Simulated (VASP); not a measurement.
# Ta (Cmcm) in VASP: a series of runs

The runs below take Ta through single point, with PBE.

Program: VASP 6.6.1. These are calculated values, not measurements. Logs are shortened: lines on timing, memory, paths and dates and some standing lists are left out, and cuts for length are marked.

### Step 1. The cell of the first run

The structure is orthorhombic, space group Cmcm (No. 63). The conventional cell has a = 3.319 Å, b = 4.693 Å, c = 4.693 Å, α = 90.00°, β = 90.00°, γ = 90.00°. Ta (site symmetry m2m) has 14 Ta at 2.87 to 3.61 Å within 3.8 Å.

### Step 2. Single point, PBE (atoms displaced along a vibrational mode)

Input file INCAR:

```
SYSTEM = Ta
PREC     = Accurate       ! precision mode
ENCUT    = 520            ! plane-wave cutoff, eV
EDIFF    = 1E-6           ! SCF threshold, eV
ISMEAR   = 0              ! smearing method
SIGMA    = 0.15           ! smearing width, eV
LREAL    = .FALSE.        ! projectors in reciprocal space
LASPH    = .TRUE.         ! aspherical terms in the spheres
NELM     = 80             ! most SCF steps
ALGO     = Fast           ! electronic algorithm
ISIF     = 2              ! what is computed and relaxed
LWAVE    = .FALSE.        ! write WAVECAR
LCHARG   = .FALSE.        ! write CHGCAR
GGA      = PE             ! functional
NBANDS   = 18             ! bands
```

Input file KPOINTS:

```
regular mesh
0
G
  22 22 14
  0 0 0
```

Input file POSCAR:

```
Ta
1.0
   -1.6593948201      1.6593948201      1.6593948201
    1.6593948201     -1.6593948201      1.6593948201
    3.3187896402      3.3187896402      0.0000000000
Ta
2
Direct
    0.0426123291     -0.0426123291      0.0000000000
    0.4573876709      0.5426123291      0.5000000000
```

Potentials or basis: VASP PAW PBE potentials, release 64 (Ta_pv).

Started as:

```sh
cat potpaw_PBE.64/Ta_pv/POTCAR > POTCAR
mpirun -np 1 vasp_std > vasp.out
```

OUTCAR:

```text
SYSTEM = Ta
   PREC = Accurate
   ENCUT = 520
   EDIFF = 1E-6
   ISMEAR = 0
   LREAL = .FALSE.
   LASPH = .TRUE.
   NELM = 80
   ISIF = 2
   GGA = PE

 ion  position               nearest neighbor table
   1  0.043  0.957  0.000-   2 2.90   2 2.90   2 2.90   2 2.90   2 3.05   2 3.05
   2  0.457  0.543  0.500-   1 2.90   1 2.90   1 2.90   1 2.90   1 3.05   1 3.05

  LATTYP: Found a base centered orthorhombic cell.
 ALAT       =     3.3187896402
 B/A-ratio  =     1.4142135624
 C/A-ratio  =     1.4142135624

  Lattice vectors:

 A1 = (  -1.6593948201,   1.6593948201,   1.6593948201)
 A2 = (   1.6593948201,  -1.6593948201,   1.6593948201)
 A3 = (   3.3187896402,   3.3187896402,   0.0000000000)

Analysis of symmetry for initial positions (statically):
=====================================================================
 Subroutine PRICEL returns:
 Original cell was already a primitive cell.

 Routine SETGRP: Setting up the symmetry group for a
 base centered orthorhombic supercell.

 Subroutine GETGRP returns: Found  8 space group operations
 (whereof  4 operations were pure point group operations)
 out of a pool of  8 trial point group operations.

The static configuration has the point symmetry C_2v.
 The point group associated with its full space group is D_2h.

Analysis of symmetry for dynamics (positions and initial velocities):
=====================================================================
 Subroutine PRICEL returns:
 Original cell was already a primitive cell.

 Routine SETGRP: Setting up the symmetry group for a
 base centered orthorhombic supercell.

 Subroutine GETGRP returns: Found  8 space group operations
 (whereof  4 operations were pure point group operations)
 out of a pool of  8 trial point group operations.

The dynamic configuration has the point symmetry C_2v.
 The point group associated with its full space group is D_2h.

 Subroutine INISYM returns: Found  8 space group operations
 (whereof  4 operations are pure point group operations),
 and found     1 'primitive' translations

----------------------------------------------------------------------------------------

                                     Primitive cell

  volume of cell :      36.5544

  direct lattice vectors                    reciprocal lattice vectors
    -1.659394820  1.659394820  1.659394820    -0.150657334  0.150657334  0.301314668
     1.659394820 -1.659394820  1.659394820     0.150657334 -0.150657334  0.301314668
     3.318789640  3.318789640  0.000000000     0.150657334  0.150657334  0.000000000

  length of vectors
     2.874156138  2.874156138  4.693477320     0.369033595  0.369033595  0.213061645

  position of ions in fractional coordinates (direct lattice)
     0.042612329  0.957387671  0.000000000
     0.457387671  0.542612329  0.500000000

  ion indices of the primitive-cell ions
   primitive index   ion index
                 1           1
                 2           2

----------------------------------------------------------------------------------------

 KPOINTS: regular mesh

Automatic generation of k-mesh.
 Grid dimensions read from file:
 generate k-points for:   22   22   14

 Generating k-lattice:

  Cartesian coordinates                     Fractional coordinates (reciprocal lattice)
    -0.006848061  0.006848061  0.013696121     0.045454545  0.000000000  0.000000000
     0.006848061 -0.006848061  0.013696121     0.000000000  0.045454545  0.000000000
     0.010761238  0.010761238  0.000000000     0.000000000  0.000000000  0.071428571

  Length of vectors
     0.016774254  0.016774254  0.015218689

  Shift w.r.t. Gamma in fractional coordinates (k-lattice)
     0.000000000  0.000000000  0.000000000

 Subroutine IBZKPT returns following result:
 ===========================================

 Found   1064 irreducible k-points:

 Following reciprocal coordinates:
            Coordinates               Weight
  0.000000  0.000000  0.000000      1.000000
  0.045455  0.000000  0.000000      4.000000
  0.090909  0.000000  0.000000      4.000000
  0.136364  0.000000  0.000000      4.000000
  0.181818  0.000000  0.000000      4.000000
  0.227273  0.000000  0.000000      4.000000
[... 16 lines left out ...]
  0.500000  0.045455  0.000000      4.000000
 -0.454545  0.045455  0.000000      4.000000
 [... further k-points ...]
   k-points           NKPTS =   1064   k-points in BZ     NKDIM =   1064   number of bands    NBANDS=     18
   number of dos      NEDOS =    301   number of ions     NIONS =      2
   total plane-waves  NPLWV =  20736
   dimension x,y,z NGX =    24 NGY =   24 NGZ =   36
   dimension x,y,z NGXF=    48 NGYF=   48 NGZF=   72
   ions per type =               2
   NGX,Y,Z   is equivalent  to a cutoff of  13.88, 13.88, 12.75 a.u.
   NGXF,Y,Z  is equivalent  to a cutoff of  27.76, 27.76, 25.50 a.u.
 SYSTEM =  Ta
   PREC   = accura    normal or accurate (medium, high low for compatibility)
   ISTART =      0    job   : 0-new  1-cont  2-samecut
   ICHARG =      2    charge: 1-file 2-atom 10-const
   ISPIN  =      1    spin polarized calculation?
   LNONCOLLINEAR =      F non collinear calculations
   LSORBIT =      F    spin-orbit coupling
   LASPH  =      T    aspherical Exc in radial PAW
   ENCUT  =  520.0 eV  38.22 Ry    6.18 a.u.   5.34  5.34  8.73*2*pi/ulx,y,z
   NELM   =     80;   NELMIN=  2; NELMDL= -5     # of ELM steps
   EDIFF  = 0.1E-05   stopping-criterion for ELM
   LREAL  =      F    real-space projection
   EDIFFG = 0.1E-04   stopping-criterion for IOM
   NSW    =      0    number of steps for IOM
   IBRION =     -1    ionic relax: 0-MD 1-quasi-New 2-CG
   NFREE  =      0    steps in history (QN), initial steepest desc. (CG)
   ISIF   =      2    stress and relaxation
   ISYM   =      2    0-nonsym 1-usesym 2-fastsym
   POTIM  = 0.5000    time-step for ionic-motion
   TEBEG  =    0.0;   TEEND  =   0.0 temperature during run
   PSTRESS=    0.0 pullay stress
   NELECT =      22.0000    total number of electrons
   NUPDOWN=      -1.0000    fix difference up-down
   EMIN   =  10.00;   EMAX   =-10.00  energy-range for DOS
   EFERMI =   0.00;   METHOD = LEGACY
   ISMEAR =     0;   SIGMA  =   0.15  broadening in eV -4-tet -1-fermi 0-gaus
   EFERMI_NEDOS =   21; number of points for ismear=-14 and -15
   IALGO  =     68    algorithm
   IMIX   =      4    mixing-type and parameters
     AMIX     =   0.40;   BMIX     =  1.00
     AMIX_MAG =   1.60;   BMIX_MAG =  1.00
  volume/ion in A,a.u.               =      18.28       123.34
  Fermi-wavevector in a.u.,A,eV,Ry     =   1.382195  2.611970 25.993429  1.910463
  Thomas-Fermi vector in A             =   2.506909
   LORBIT       =      0    0 simple, 1 ext, 2 COOP (PROOUT), +10 PAW based schemes
   GGA     = PE    functional components
   LHFCALC =     F    Hartree Fock is set to
   AEXX    =    0.0000 exact exchange contribution
   IVDW    =     0    specifies the selected vdW correction
   LEPSILON=     F    determine dielectric tensor
   LRPA    =     F    only Hartree local field effects (RPA)
 non-spin polarized calculation
 RMM-DIIS sequential band-by-band and
 Gauss-broadening in eV      SIGMA  =   0.15
  energy-cutoff  :      520.00
  volume of cell :       36.55
 maximum number of plane-waves:      1027
 NGX is ok and might be reduce to    24
   NGX = 11   NGY = 11   NGZ = 17

 number of electron      21.9999998 magnetization

 Free energy of the ion-electron system (eV)
  ---------------------------------------------------
  ext. energy  EPLUGINS =         0.00000000
  ---------------------------------------------------
  free energy    TOTEN  =       -23.44675070 eV

  energy without entropy =      -23.41741503  energy(sigma->0) =      -23.43208286

 E-fermi :   5.5930     XC(G=0): -12.5384

 val. band max:        5.5927108202   @ k =   0.5000   0.3636   0.0714
 cond. band min:       5.5944680364   @ k =   0.3182   0.0909   0.1429
 fundamental gap:      0.0017572162
 Fermi energy:         5.5929808128

 k-point     1 :       0.0000    0.0000    0.0000
  band No.  band energies     occupation
      1     -28.8594      2.00000
      2     -28.0831      2.00000
      3     -27.7953      2.00000
      4     -27.7771      2.00000
      5     -27.7383      2.00000
      6     -27.7220      2.00000
[... 10 lines left out ...]
     17      10.6439      0.00000
     18      12.0897      0.00000

 k-point     2 :       0.0455    0.0000    0.0000
  band No.  band energies     occupation
      1     -28.8523      2.00000
      2     -28.0902      2.00000
      3     -27.8082      2.00000
      4     -27.7862      2.00000
      5     -27.7419      2.00000
      6     -27.7296      2.00000
[... 10 lines left out ...]
     17      10.7195      0.00000
     18      12.2307      0.00000

 k-point     3 :       0.0909    0.0000    0.0000
  band No.  band energies     occupation
      1     -28.8312      2.00000
      2     -28.1136      2.00000
      3     -27.8401      2.00000
      4     -27.8271      2.00000
      5     -27.7529      2.00000
      6     -27.7397      2.00000
[... 10 lines left out ...]
     17      10.8782      0.00000
     18      12.6379      0.00000

 k-point     4 :       0.1364    0.0000    0.0000
  band No.  band energies     occupation
      1     -28.7968      2.00000
      2     -28.1583      2.00000
      3     -27.9127      2.00000
      4     -27.8693      2.00000
      5     -27.7713      2.00000
      6     -27.7460      2.00000
[... 10 lines left out ...]
     17      11.0208      0.00000
     18      13.2592      0.00000

 k-point     5 :       0.1818    0.0000    0.0000
  band No.  band energies     occupation
      1     -28.7502      2.00000
      2     -28.2275      2.00000
      3     -28.0184      2.00000
      4     -27.8986      2.00000
      5     -27.7972      2.00000
      6     -27.7520      2.00000
[... 10 lines left out ...]
     17      11.1097      0.00000
     18      14.0237      0.00000

 k-point     6 :       0.2273    0.0000    0.0000
  band No.  band energies     occupation
      1     -28.6932      2.00000
      2     -28.3166      2.00000
      3     -28.1386      2.00000
      4     -27.9190      2.00000
      5     -27.8307      2.00000
      6     -27.7585      2.00000
[... 10 lines left out ...]
     17      11.1461      0.00000
     18      15.0338      0.00000

 k-point     7 :       0.2727    0.0000    0.0000
  band No.  band energies     occupation
      1     -28.6276      2.00000
      2     -28.4150      2.00000
      3     -28.2623      2.00000
      4     -27.9322      2.00000
      5     -27.8717      2.00000
      6     -27.7653      2.00000
[... 10 lines left out ...]
     17      11.1421      0.00000
     18      14.5991      0.00000

 k-point     8 :       0.3182    0.0000    0.0000
  band No.  band energies     occupation
      1     -28.5560      2.00000
      2     -28.5115      2.00000
      3     -28.3794      2.00000
      4     -27.9406      2.00000
      5     -27.9196      2.00000
      6     -27.7718      2.00000
[... 10 lines left out ...]
     17      11.1118      0.00000
     18      14.3078      0.00000
[... 229 lines left out ...]
     17      11.0444      0.00000
     18      13.9731      0.00000

 k-point    20 :       0.3636    0.0455    0.0000
  band No.  band energies     occupation
      1     -28.6029      2.00000
      2     -28.4883      2.00000
      3     -28.4396      2.00000
      4     -28.0106      2.00000
      5     -27.9721      2.00000
      6     -27.7996      2.00000
[... 10 lines left out ...]
     17      11.0269      0.00000
     18      14.0976      0.00000

 k-point    21 :       0.4091    0.0455    0.0000
  band No.  band energies     occupation
      1     -28.6662      2.00000
      2     -28.5630      2.00000
      3     -28.3700      2.00000
      4     -28.0645      2.00000
      5     -27.9713      2.00000
      6     -27.8020      2.00000
[... 10 lines left out ...]
     17      11.4744      0.00000
     18      14.6163      0.00000

 k-point    22 :       0.4545    0.0455    0.0000
  band No.  band energies     occupation
      1     -28.7045      2.00000
      2     -28.6090      2.00000
      3     -28.3215      2.00000
      4     -28.1032      2.00000
      5     -27.9683      2.00000
      6     -27.8024      2.00000
[... 10 lines left out ...]
     17      12.5484      0.00000
     18      14.4438      0.00000

 k-point    23 :       0.5000    0.0455    0.0000
  band No.  band energies     occupation
      1     -28.7151      2.00000
      2     -28.6229      2.00000
      3     -28.3240      2.00000
      4     -28.0978      2.00000
      5     -27.9638      2.00000
      6     -27.8006      2.00000
[... 10 lines left out ...]
     17      13.4786      0.00000
     18      13.6446      0.00000

 k-point    24 :      -0.4545    0.0455    0.0000
  band No.  band energies     occupation
      1     -28.6972      2.00000
      2     -28.6034      2.00000
      3     -28.3739      2.00000
      4     -28.0520      2.00000
      5     -27.9584      2.00000
      6     -27.7969      2.00000
[... 10 lines left out ...]
     17      12.4640      0.00000
     18      14.7244      0.00000

 [... further k-points ...]
[... 5 lines left out ...]
  --------------------------------------------------------------------------------------
  -------------------------------------------------------------------------------------
  Total        0.4818282      0.4818282      0.4932911      0.2045247     -0.0000000      0.0000000
  in kB       21.1185250     21.1185250     21.6209474      8.9643184     -0.0000000      0.0000000
  external PRESSURE =      21.2859991 kB  Pullay stress =       0.0000000 kB

 VOLUME and BASIS-vectors are now :
 -----------------------------------------------------------------------------
  energy-cutoff  :      520.00
  volume of cell :       36.55
      direct lattice vectors                 reciprocal lattice vectors
    -1.659394820  1.659394820  1.659394820    -0.150657334  0.150657334  0.301314668
     1.659394820 -1.659394820  1.659394820     0.150657334 -0.150657334  0.301314668
     3.318789640  3.318789640  0.000000000     0.150657334  0.150657334  0.000000000

 POSITION                                       TOTAL-FORCE (eV/Angst)
 -----------------------------------------------------------------------------------
      1.51797     -1.51797      1.65939         0.638693     -0.638693      0.000000
      1.80082      1.51797      1.65939        -0.638693      0.638693      0.000000
 -----------------------------------------------------------------------------------
    total drift:                               -0.000000      0.000000     -0.000000

  FREE ENERGIE OF THE ION-ELECTRON SYSTEM (eV)
  ---------------------------------------------------
  free  energy   TOTEN  =       -23.4467507009 eV

  energy  without entropy=      -23.4174150257  energy(sigma->0) =      -23.43208286
```

Wall time 13 min (1 thread of Oxide Virtual Turin-like, shared host); peak memory 0.6 GiB.

Results:

```yaml
Free_energy: -23.4468 eV
Pressure: 2.1 GPa
Largest_force: 0.903 eV/Å
Band_gap_on_the_k_mesh: zero (bands 11 and 12 overlap by 2.26 eV)
```

Forces in eV/Å, atoms in the order of the input:
```
Ta   0.639 -0.639  0.000
Ta  -0.639  0.639  0.000
```

Stress tensor (GPa, compression positive):
```
2.11 0.90 0.00
0.90 2.11 0.00
0.00 0.00 2.16
```

Levels at points of the mesh, in eV from the Fermi level:
```tsv
k point	band 7	band 8	band 9	band 10	band 11	band 12	band 13	band 14	band 15	band 16
(0.00, 0.00, 0.00)	-8.08	-4.53	-1.61	0.28	0.83	0.87	1.32	3.23	3.32	3.51
(0.50, 0.00, 0.00)	-3.59	-3.36	-2.44	-1.23	-0.72	0.23	1.87	4.35	4.73	5.40
(0.50, 0.50, 0.00)	-4.32	-3.92	-3.69	-1.62	0.94	3.11	3.30	6.36	6.74	7.00
(0.00, 0.00, 0.50)	-5.81	-5.81	-0.94	-0.94	-0.30	-0.30	2.44	2.44	3.46	3.46
(0.50, 0.00, 0.50)	-4.46	-4.46	-1.62	-1.62	1.26	1.26	3.27	3.27	4.63	4.63
(0.50, 0.50, 0.50)	-3.51	-3.51	-1.83	-1.83	0.90	0.90	1.84	1.84	6.96	6.96
```

Caveat: the cell differs from its parent crystal (atoms displaced along a vibrational mode); spin-orbit coupling is left out, which moves the levels of the heavy elements.

### Step 3. Single point, PBE (atoms displaced along a vibrational mode)

Input file INCAR:

```
SYSTEM = Ta
PREC = Accurate ; ENCUT = 520
EDIFF = 1E-6 ; ISMEAR = 0
SIGMA = 0.15 ; LREAL = .FALSE.
LASPH = .TRUE. ; NELM = 80
ALGO = Fast ; ISIF = 2
LWAVE = .FALSE. ; LCHARG = .FALSE.
GGA = PE ; NBANDS = 18
```

Input file KPOINTS:

```
Automatic mesh
0
G
  22 22 14
  0 0 0
```

Input file POSCAR:

```
Ta
1.0
   -1.6593948201      1.6593948201      1.6593948201
    1.6593948201     -1.6593948201      1.6593948201
    3.3187896402      3.3187896402      0.0000000000
Ta
2
Direct
   -0.0319592468      0.0319592468      0.0000000000
    0.5319592468      0.4680407532      0.5000000000
```

Potentials or basis: VASP PAW PBE potentials, release 64 (Ta_pv).

Started as:

```sh
cat potpaw_PBE.64/Ta_pv/POTCAR > POTCAR
mpirun -np 1 vasp_std > vasp.out
```

Wall time 14 min (1 thread of Oxide Virtual Turin-like, shared host); peak memory 0.6 GiB.

The run converged. Its results:

```
Free energy            : -23.5279 eV
Pressure               : 1.4 GPa
Largest force          : 0.714 eV/Å
Band gap on the k mesh : zero (bands 11 and 12 overlap by 2.47 eV)
```

Forces in eV/Å, atoms in the order of the input:
```
Ta  -0.505  0.505  0.000
Ta   0.505 -0.505  0.000
```

Stress tensor (GPa, compression positive):
```
1.31 0.21 0.00
0.21 1.31 0.00
0.00 0.00 1.45
```

Levels at points of the mesh, in eV from the Fermi level:
| k point | band 9 | band 10 | band 11 | band 12 | band 13 | band 14 |
| --- | --- | --- | --- | --- | --- | --- |
| (0.00, 0.00, 0.00) | -1.58 | 0.46 | 0.79 | 0.80 | 1.39 | 3.51 |
| (0.50, 0.00, 0.00) | -2.17 | -1.11 | -0.86 | 0.05 | 2.23 | 4.47 |
| (0.50, 0.50, 0.00) | -3.72 | -1.58 | 1.17 | 3.51 | 3.72 | 6.50 |
| (0.00, 0.00, 0.50) | -0.78 | -0.78 | -0.22 | -0.22 | 2.70 | 2.70 |
| (0.50, 0.00, 0.50) | -1.57 | -1.57 | 1.36 | 1.36 | 3.48 | 3.48 |
| (0.50, 0.50, 0.50) | -1.82 | -1.82 | 0.98 | 0.98 | 1.77 | 1.77 |

Caveat: the cell differs from its parent crystal (atoms displaced along a vibrational mode); spin-orbit coupling is left out, which moves the levels of the heavy elements.
